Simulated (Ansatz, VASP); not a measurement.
## Two plane-wave programs on ScGaO

```
Sc Ga O
1.0
     3.69074    0.00000    0.00000
     0.00000    3.69074    0.00000
     0.00000    0.00000    7.13457
Sc Ga O
2 2 2
Direct
  0.00000 0.50000 0.13414
  0.50000 0.00000 0.86586
  0.00000 0.50000 0.56495
  0.50000 0.00000 0.43505
  0.00000 0.00000 0.00000
  0.50000 0.50000 0.00000
```

Alike in both runs: functional PBE; k mesh 10 × 10 × 6; occupations gaussian, width 0.1 eV; no spin polarisation.

Ansatz relaxed the structure, and its values are those at the end. VASP's run is a single point on that final structure, the one shown.

|  | VASP | Ansatz |
| --- | --- | --- |
| version | VASP 6.6.1 | Ansatz 0.2.0 |
| potentials or method | VASP PAW PBE potentials, release 64 (Sc_sv, Ga_d, O), cutoff 520 eV | scalar-relativistic, plane waves, PAW |
| valence electrons in the cell | 60 | 60 |

|  | VASP | Ansatz | Ansatz less VASP |
| --- | --- | --- | --- |
| gap on the k mesh at the Fermi level (eV) | none | none | - |
| pressure (GPa) | 0.6 | 0.0 | -0.61 |
| rms of the force components (eV/Å) | 0.044 | 0.003 | -0.0414 |

A gap of «none» marks a metal or a gap that the smearing closes. The functional is the same, so the differences come from potentials, cutoffs and numerics.
